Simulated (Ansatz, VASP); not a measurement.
**One calculation of SrO, two programs**

```
Sr O
1.0
     0.00000    2.57989    2.57989
     2.57989    0.00000    2.57989
     2.57989    2.57989    0.00000
Sr O
1 1
Cartesian
  2.5799 2.5799 2.5799
  0.0000 0.0000 0.0000
```

Alike in both runs: task single point; functional r2SCAN; k mesh 6 × 6 × 6; no spin polarisation.

|  | VASP | Ansatz |
| --- | --- | --- |
| version | VASP 6.6.1 | Ansatz 0.2.0 |
| potentials or method | VASP PAW PBE potentials, release 64 (Sr_sv, O), cutoff 520 eV | plane waves |
| occupations | gaussian, width 0.01 eV | fixed |
| valence electrons in the cell | 16 | 16 |

VASP gave:

| Property | Result |
| --- | --- |
| gap on the k mesh at the Fermi level (eV) | 3.75 |
| pressure (GPa) | 0.5 |

Estimate Ansatz's values.

gap on the k mesh at the Fermi level (eV): 3.80; pressure (GPa): 0.0.

VASP's potentials were made for PBE, not for r2SCAN.
